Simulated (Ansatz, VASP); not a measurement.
## Two plane-wave programs on TaAl3Cd

```
CELL_PARAMETERS angstrom
4.77278 0.00000 0.00000
0.00000 4.77278 0.00000
0.00000 0.00000 4.77278
ATOMIC_POSITIONS crystal
Ta 0.00000 0.00000 0.00000
Al 0.00000 0.50000 0.50000
Al 0.50000 0.00000 0.50000
Al 0.50000 0.50000 0.00000
Cd 0.50000 0.50000 0.50000
```

Alike in both runs: functional r2SCAN; k mesh 4 × 4 × 4; occupations gaussian, width 0.1 eV; no spin polarisation.

Ansatz relaxed the structure, and its values are those at the end. VASP's run is a single point on that final structure, the one shown.

|  | VASP | Ansatz |
| --- | --- | --- |
| version | VASP 6.6.1 | Ansatz 0.2.0 |
| potentials or method | VASP PAW PBE potentials, release 64 (Ta_pv, Al, Cd), cutoff 520 eV | scalar-relativistic, plane waves, PAW |
| valence electrons in the cell | 32 | 42 |

Ansatz gave:

| Item | Value |
| --- | --- |
| gap on the k mesh at the Fermi level (eV) | none |
| pressure (GPa) | 0.0 |

**Question.** Estimate VASP's values.

**Answer.** gap on the k mesh at the Fermi level (eV): none; pressure (GPa): 0.1.

VASP's potentials were made for PBE, not for r2SCAN. A gap of «none» marks a metal or a gap that the smearing closes. VASP's potentials hold 32 valence electrons a cell and Ansatz's 42, so a difference there can come from the potentials and not from the codes.

Neither program's run includes spin-orbit coupling.
